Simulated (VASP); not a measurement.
A run of VASP 6.6.1 is set up as follows.

POSCAR

```
SiO2
1.0
   -2.8058995024      2.8087755226      2.3452081679
    2.8058995024     -2.8087755226      2.3452081679
    2.8058995024      2.8087755226     -2.3452081679
Si O
2 4
Direct
    0.2500000000      0.2500000000      0.0000000000
    0.7500000000      0.7500000000      0.0000000000
    0.1473070228      0.8524439467      0.9997509695
    0.6473070228      0.6475560533      0.2948630761
    0.3526929772      0.3524439467      0.7051369239
    0.8526929772      0.1475560533      0.0002490305
```

The input INCAR.step1:

```
ALGO = Normal ; EDIFF = 1E-5
ENCUT = 660 ; GGA = PE
GGA_COMPAT = F ; ISMEAR = -1
LASPH = T ; LCHARG = F
LREAL = F ; LWAVE = T
NBANDS = 25 ; NELM = 120
PREC = Accurate ; SIGMA = 0.02
```

INCAR.step2

```
ALGO = Normal ; BPARAM = 11.95
CPARAM = 0.0093 ; EDIFF = 1E-6
ENCUT = 660 ; GGA_COMPAT = F
ISIF = 2 ; ISMEAR = -1
ISTART = 1 ; IVDW_NL = 2
LASPH = T ; LCHARG = T
LELF = T ; LMIXTAU = T
LREAL = F ; LUSE_VDW = T
LVHAR = T ; LWAVE = F
METAGGA = R2SCAN ; NBANDS = 25
NELM = 120 ; PREC = Accurate
SIGMA = 0.02
```

The input KPOINTS:

```
k-points
0
Gamma
  6 6 6
```

Potentials or basis: VASP PAW PBE potentials, release 64 (Si, O).

The run is started by

```bash
$ cat potpaw_PBE.64/Si/POTCAR potpaw_PBE.64/O/POTCAR > POTCAR
$ cp INCAR.step1 INCAR
$ mpirun -np 1 vasp_std > vasp.out
$ cp INCAR.step2 INCAR
$ mpirun -np 1 vasp_std > vasp.out
```

Question: Predict the largest force.

Answer: 0.087 eV/Å.

Question: Predict the band gap on the k mesh.

Answer: 5.63 eV (least direct gap 6.15 eV).

Question: Estimate the pressure.

Answer: 0.3 GPa.

Forces on the atoms (eV/Å):
```
Si   0.000  0.000  0.000
Si   0.000  0.000  0.000
O   -0.061  0.062  0.000
O    0.061  0.062  0.000
O   -0.061 -0.062  0.000
O    0.061 -0.062  0.000
```

Caveat: the PAW data sets were made with another functional, which shifts forces and pressure a little. A k mesh can miss the band edges.
